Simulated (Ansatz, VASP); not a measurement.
One calculation of Pb, two programs

```
Pb
1.0
     0.00000    2.66738    2.46980
     2.66738    0.00000    2.46980
     2.66738    2.66738    0.00000
Pb
1
Direct
  0.00000 0.00000 0.00000
```

Change from the starting cell: strain +0.080 along x and y, +0.000 along z, atoms carried along.

Alike in both runs: task single point; functional PBE; k mesh 16 × 16 × 16; occupations gaussian, width 0.15 eV; no spin polarisation.

|  | VASP | Ansatz |
| --- | --- | --- |
| version | VASP 6.6.1 | Ansatz 0.2.0 |
| potentials or method | VASP PAW PBE potentials, release 64 (Pb_d), cutoff 520 eV | scalar-relativistic, plane waves, PAW |
| valence electrons in the cell | 14 | 14 |

Ansatz gave:

* gap on the k mesh at the Fermi level (eV): none
* pressure (GPa): -2.9
* traceless stress, the component that is largest in VASP (GPa): 0.46

Question: Which values does VASP return?

Answer: gap on the k mesh at the Fermi level (eV): none; pressure (GPa): -3.0; traceless stress, the component that is largest in VASP (GPa): 0.46.

A gap of «none» marks a metal or a gap that the smearing closes.

Spin-orbit coupling is off throughout.
